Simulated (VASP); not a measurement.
Crystal: AlN.

```xyz
4
Lattice="3.1130 0.0000 0.0000 -1.5565 2.6959 0.0000 0.0000 0.0000 4.9810" Properties=species:S:1:pos:R:3 pbc="T T T"
Al    0.0000    1.7973    0.0000
Al    1.5565    0.8986    2.4905
N     0.0000    1.7973    1.8928
N     1.5565    0.8986    4.3833
```

* Program: VASP 6.6.1
* Task: relaxation of cell and atoms
* Functional: PBE
* Potentials or basis: VASP PAW PBE potentials, release 64 (Al, N)
* Cutoff: 600 eV
* k mesh: 12 × 12 × 4
* Occupations: fermi-dirac, width 0.01 eV
* Spin: no spin polarisation

At the start: pressure 3.3 GPa; volume 10.45 Å³/atom.

Question: Where does the relaxation end?

Answer: Over 3 steps the energy falls by 2.1 meV/atom and the volume is 10.62 Å³/atom (+1.7 %); space group P6_3mc (No. 186, to 0.1 Å) before and after.

The path:
```
step  energy change (eV)  largest force (eV/Å)  pressure (GPa)  volume (Å³)
   1              0.0000                0.1289            3.35        41.80
   2             -0.0017                0.0910           -2.80        43.14
   3             -0.0083                0.0042            0.02        42.50
```

Final structure:
```xyz
4
Lattice="3.1273 0.0000 0.0000 -1.5637 2.7084 0.0000 0.0000 0.0000 5.0175" Properties=species:S:1:pos:R:3 pbc="T T T"
Al    0.0000    1.8056    5.0142
Al    1.5637    0.9028    2.5054
N     0.0000    1.8056    1.9100
N     1.5637    0.9028    4.4187
```
